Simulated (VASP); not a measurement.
Runs of VASP 6.6.1 on AlSiB. The structure is that of space group P-6m2 (No. 187), or close to it. The cells are those of the table. 

| task | cell | k mesh | cutoff (eV) | gap on the mesh (eV) | pressure (GPa) | relaxed volume (Å³/atom) |
| --- | --- | --- | --- | --- | --- | --- |
| single point | a = 3.698, b = 3.698, c = 3.264 Å, angles 90.0, 90.0, 120.0°, 3 atoms | 6 × 6 × 6 | 520 | none | 24.8 | - |
| relaxation of cell and atoms | relaxed from a = 3.698, b = 3.698, c = 3.264 Å, angles 90.0, 90.0, 120.0°, 3 atoms | 6 × 6 × 6 | 600 | none | 0.0 | 13.53 |
| single point | a = 4.259, b = 4.259, c = 2.607 Å, angles 90.0, 90.0, 120.0°, 3 atoms | 12 × 12 × 18 | 520 | none | 0.0 | - |
| single point | a = 4.256, b = 4.256, c = 2.581 Å, angles 90.0, 90.0, 120.0°, 3 atoms | 6 × 6 × 6 | 520 | none | 0.2 | - |
| relaxation of cell and atoms | relaxed from a = 4.256, b = 4.256, c = 2.581 Å, angles 90.0, 90.0, 120.0°, 3 atoms | 12 × 12 × 18 | 600 | none | 0.0 | (a) |

Alike in all rows: level PBE; potentials or basis VASP PAW PBE potentials, release 64 (Al, Si, B); no spin polarisation; smearing gaussian 0.1 eV.

Question: Estimate the missing entries.

Answer: (a) 13.65.

Caveats: some runs use coarse meshes.

A gap of «none» marks levels without a gap at the run's occupations.
